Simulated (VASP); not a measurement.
Runs of VASP 6.6.1 on Cd. The structure is that of space group P6_3/mmc (No. 194), or close to it. The cells are those of the table. 

```tsv
task	potentials or basis	cell	cutoff (eV)	second run	gap on the mesh (eV)	pressure (GPa)	relaxed volume (Å³/atom)
single point	VASP PAW LDA potentials, release 64 (Cd)	a = 2.892, b = 2.892, c = 5.564 Å, angles 90.0, 90.0, 120.0°, 2 atoms	520	-	none	0.7	-
single point	VASP PAW LDA potentials, release 64 (Cd_sv_GW)	a = 2.892, b = 2.892, c = 5.564 Å, angles 90.0, 90.0, 120.0°, 2 atoms	540	valence_matched	none	(a)	-
relaxation of cell and atoms	VASP PAW LDA potentials, release 64 (Cd_sv_GW)	relaxed from a = 2.979, b = 2.979, c = 5.618 Å, angles 90.0, 90.0, 120.0°, 2 atoms	540	valence_matched	none	0.0	19.77
relaxation of cell and atoms	VASP PAW LDA potentials, release 64 (Cd)	relaxed from a = 2.979, b = 2.979, c = 5.618 Å, angles 90.0, 90.0, 120.0°, 2 atoms	600	-	none	0.0	20.27
```

Alike in all rows: level LDA; no spin polarisation; k mesh 7 × 7 × 3; smearing fermi-dirac 0.05 eV.

Q: Estimate the missing entries.

A: (a) -2.2.

Caveats: all runs use coarse meshes.

A k mesh can miss the band edges, and the runs leave out spin-orbit coupling on Cd.

A gap of «none» marks levels without a gap at the run's occupations.

The runs don't all hold the same shells in valence.
